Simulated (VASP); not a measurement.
# Os (Pm-3m) in VASP: a series of runs, part 2 of 2

VASP 6.6.1. The steps go on from the part before.

## Step 3: Single point, LDA (14.67 Å³/atom)

This run uses another cell than the first one, of 14.67 Å³/atom.

File INCAR:

```
  PREC = Accurate
  ENCUT = 520
  EDIFF = 1E-6
  ISMEAR = -1
  SIGMA = 0.05
  LREAL = F
  LASPH = T
  NELM = 80
  ALGO = Normal
  ISIF = 2
  LWAVE = F
  LCHARG = F
  NBANDS = 10
```

File KPOINTS:

```
regular mesh
0
Gamma
  17 17 17
```

File POSCAR:

```
Os
1.0
    2.4477735073      0.0000000000      0.0000000000
    0.0000000000      2.4477735073      0.0000000000
    0.0000000000      0.0000000000      2.4477735073
Os
1
Direct
    0.0000000000      0.0000000000      0.0000000000
```

Potentials or basis: VASP PAW LDA potentials, release 64 (Os).

Started as:

```bash
$ cat potpaw_LDA.64/Os/POTCAR > POTCAR
$ mpirun -np 1 vasp_std > vasp.out
```

Wall time 21 s (1 thread of Intel Xeon 8259CL, shared host); peak memory 0.13 GiB.

It converged, with:

```
Free energy            : -10.9490 eV
Pressure               : 31.6 GPa
Band gap on the k mesh : zero (bands 4 and 5 overlap by 6.95 eV)
```

Levels at points of the mesh, in eV from the Fermi level:
```csv
k point,band 2,band 3,band 4,band 5,band 6,band 7
"(0.00, 0.00, 0.00)",-7.11,-7.11,2.76,2.76,2.76,16.45
```

Caveat: the cell stands under pressure; spin-orbit coupling is left out, which moves the levels of the heavy elements.

## Step 4: Single point, LDA (14.67 Å³/atom)

This run uses another cell than the first one, of 14.67 Å³/atom.

File INCAR:

```
SYSTEM = Os
PREC = Accurate
ENCUT = 520
EDIFF = 1E-6
ISMEAR = -1
SIGMA = 0.05
LREAL = .FALSE.
LASPH = .TRUE.
NELM = 100
ALGO = Normal
ISIF = 2
LWAVE = .FALSE.
LCHARG = .FALSE.
GGA = CA
NBANDS = 10
```

File KPOINTS:

```
Automatic mesh
0
G
  17 17 17
  0 0 0
```

POSCAR is that of step 3.

Potentials or basis: VASP PAW LDA potentials, release 64 (Os).

Started as:

```bash
$ cat potpaw_LDA.64/Os/POTCAR > POTCAR
$ mpirun -np 1 vasp_std > vasp.out
```

OUTCAR:

```text
SYSTEM = Os
   PREC = Accurate
   ENCUT = 520
   EDIFF = 1E-6
   ISMEAR = -1
   LREAL = .FALSE.
   LASPH = .TRUE.
   NELM = 100
   ISIF = 2
   GGA = CA

 ion  position               nearest neighbor table
   1  0.000  0.000  0.000-

  LATTYP: Found a simple cubic cell.
 ALAT       =     2.4477735073

  Lattice vectors:

 A1 = (   2.4477735073,   0.0000000000,   0.0000000000)
 A2 = (   0.0000000000,   2.4477735073,   0.0000000000)
 A3 = (   0.0000000000,   0.0000000000,   2.4477735073)

Analysis of symmetry for initial positions (statically):
=====================================================================
 Subroutine PRICEL returns:
 Original cell was already a primitive cell.

 Routine SETGRP: Setting up the symmetry group for a
 simple cubic supercell.

 Subroutine GETGRP returns: Found 48 space group operations
 (whereof 48 operations were pure point group operations)
 out of a pool of 48 trial point group operations.

The static configuration has the point symmetry O_h .

Analysis of symmetry for dynamics (positions and initial velocities):
=====================================================================
[... 155 lines left out ...]
 E-fermi :   8.9459     XC(G=0): -13.7463

 val. band max:        8.9441749341   @ k =   0.4118   0.2353   0.1765
 cond. band min:       8.9546581138   @ k =   0.3529   0.2941   0.2353
 fundamental gap:      0.0104831796
 Fermi energy:         8.9459406853

 k-point     1 :       0.0000    0.0000    0.0000
  band No.  band energies     occupation
      1      -1.5793      2.00000
      2       1.8399      2.00000
      3       1.8399      2.00000
      4      11.7106      0.00000
      5      11.7106      0.00000
      6      11.7106      0.00000
      7      25.4009      0.00000
      8      25.4009      0.00000
      9      25.4009      0.00000
     10      32.2257      0.00000
[... 287 lines left out ...]
 k-point    24 :       0.4706    0.1176    0.0000
  band No.  band energies     occupation
      1       2.3222      2.00000
      2       3.4568      2.00000
      3       5.2659      2.00000
      4       7.8041      2.00000
      5       9.7342      0.00000
      6      11.5293      0.00000
      7      17.4532      0.00000
      8      25.5744      0.00000
      9      29.5085      0.00000
     10      30.7134      0.00000

 [... further k-points ...]
[... 5 lines left out ...]
  --------------------------------------------------------------------------------------
  -------------------------------------------------------------------------------------
  Total        2.8928812      2.8928812      2.8928812     -0.0000000      0.0000000      0.0000000
  in kB      316.0294029    316.0294029    316.0294029     -0.0000000      0.0000000      0.0000000
  external PRESSURE =     316.0294029 kB  Pullay stress =       0.0000000 kB

 VOLUME and BASIS-vectors are now :
 -----------------------------------------------------------------------------
  energy-cutoff  :      520.00
  volume of cell :       14.67
      direct lattice vectors                 reciprocal lattice vectors
     2.447773507  0.000000000  0.000000000     0.408534530  0.000000000  0.000000000
     0.000000000  2.447773507  0.000000000     0.000000000  0.408534530  0.000000000
     0.000000000  0.000000000  2.447773507     0.000000000  0.000000000  0.408534530

 POSITION                                       TOTAL-FORCE (eV/Angst)
 -----------------------------------------------------------------------------------
      0.00000      0.00000      0.00000         0.000000      0.000000      0.000000
 -----------------------------------------------------------------------------------
    total drift:                               -0.000000      0.000000      0.000000

  FREE ENERGIE OF THE ION-ELECTRON SYSTEM (eV)
  ---------------------------------------------------
  free  energy   TOTEN  =       -10.9489951051 eV

  energy  without entropy=      -10.9358644730  energy(sigma->0) =      -10.94242979
```

OSZICAR:

```text
N       E                     dE             d eps       ncg     rms          rms(c)
DAV:   1     0.343364260544E+02    0.34336E+02   -0.41457E+03  3404   0.733E+02
DAV:   2    -0.102994645757E+02   -0.44636E+02   -0.42523E+02  3396   0.198E+02
DAV:   3    -0.114147596082E+02   -0.11153E+01   -0.11088E+01  3916   0.284E+01
DAV:   4    -0.114175950261E+02   -0.28354E-02   -0.28351E-02  3696   0.162E+00
DAV:   5    -0.114176041929E+02   -0.91668E-05   -0.91661E-05  3678   0.840E-02    0.227E+01
DAV:   6    -0.110577600669E+02    0.35984E+00   -0.41220E-01  4318   0.467E+00    0.113E+01
DAV:   7    -0.109534787358E+02    0.10428E+00   -0.25735E-01  4358   0.351E+00    0.122E+00
DAV:   8    -0.109491263513E+02    0.43524E-02   -0.65024E-03  3558   0.750E-01    0.180E-01
DAV:   9    -0.109489988070E+02    0.12754E-03   -0.14707E-04  3618   0.958E-02    0.325E-02
DAV:  10    -0.109489950443E+02    0.37627E-05   -0.55617E-06  3690   0.350E-02    0.275E-03
DAV:  11    -0.109489951051E+02   -0.60786E-07   -0.18513E-07  1954   0.300E-03
   1 F= -.10948995E+02 E0= -.10942430E+02  d E =-.131306E-01
```

stdout:

```text
POSCAR found type information on POSCAR Os
 POSCAR found :  1 types and       1 ions
 scaLAPACK will be used
 LDA part: xc-table for (Slater(with rela. corr.)+CA(PZ))
 , standard interpolation
 POSCAR, INCAR and KPOINTS ok, starting setup
 FFT: planning ... GRIDC
 FFT: planning ... GRID_SOFT
 FFT: planning ... GRID
 WAVECAR not read
 entering main loop
```

Wall time 20 s (1 thread of Intel Xeon 8259CL, shared host); peak memory 0.13 GiB.

Results:

| Item | Value |
| --- | --- |
| Free energy | -10.9490 eV |
| Pressure | 31.6 GPa |
| Band gap on the k mesh | zero (bands 4 and 5 overlap by 6.95 eV) |

Levels at points of the mesh, in eV from the Fermi level:
| k point | band 2 | band 3 | band 4 | band 5 | band 6 | band 7 |
| --- | --- | --- | --- | --- | --- | --- |
| (0.00, 0.00, 0.00) | -7.11 | -7.11 | 2.76 | 2.76 | 2.76 | 16.45 |

Caveat: the cell stands under pressure; spin-orbit coupling is left out, which moves the levels of the heavy elements.

## Step 5: Single point, LDA

This run uses another cell than the first one, of 15.94 Å³/atom.

File INCAR:

```
ALGO     = Normal         # electronic algorithm
EDIFF    = 1E-6           # SCF threshold, eV
ENCUT    = 520            # plane-wave cutoff, eV
GGA      = CA             # functional
ISIF     = 2              # what is computed and relaxed
ISMEAR   = -1             # smearing method
LASPH    = T              # aspherical terms in the spheres
LCHARG   = T              # write CHGCAR
LELF     = T              # ELF
LREAL    = F              # projectors in reciprocal space
LVHAR    = T            
LWAVE    = F              # write WAVECAR
NBANDS   = 10             # bands
NELM     = 60             # most SCF steps
PREC     = Accurate       # precision mode
SIGMA    = 0.05           # smearing width, eV
```

File KPOINTS:

```
k-points
0
Gamma
  17 17 17
```

File POSCAR:

```
Os
1.0
    2.5167608770      0.0000000000      0.0000000000
    0.0000000000      2.5167608770      0.0000000000
    0.0000000000      0.0000000000      2.5167608770
Os
1
Direct
    0.0000000000      0.0000000000      0.0000000000
```

Started as:

```bash
$ cat potpaw_LDA.64/Os/POTCAR > POTCAR
$ mpirun -np 1 vasp_std > vasp.out
```

It took 26 s on 1 thread of Intel Xeon 8259CL, shared host; peak memory 0.14 GiB.

It converged, with:

| Property | Result |
| --- | --- |
| Free energy | -11.0670 eV |
| Pressure | 0.0 GPa |
| Band gap on the k mesh | zero (bands 4 and 5 overlap by 6.06 eV) |

Levels at points of the mesh, in eV from the Fermi level:
```
           k point  band 1  band 2  band 3  band 4  band 5  band 6  band 7  band 8  band 9
(0.00, 0.00, 0.00)   -9.80   -6.34   -6.34    2.42    2.42    2.42   15.83   15.83   15.83
```

Caveat: spin-orbit coupling is left out, which moves the levels of the heavy elements.

## Step 6: The runs side by side

```csv
cell,gap on the mesh (eV),pressure (GPa)
"a = 2.375 Å, 1 atom",none,81.0
"a = 2.448 Å, 1 atom",none,31.6
"a = 2.517 Å, 1 atom",none,0.0
```

Alike in all rows: task single point; level LDA; potentials or basis VASP PAW LDA potentials, release 64 (Os); no spin polarisation; k mesh 17 × 17 × 17; cutoff (eV) 520; smearing fermi-dirac 0.05 eV.

Caveats: spin-orbit coupling is left out, which moves the levels of the heavy elements; the cell stands under pressure (at least some runs).

Absolute energies hang on the potentials; compare differences alone.
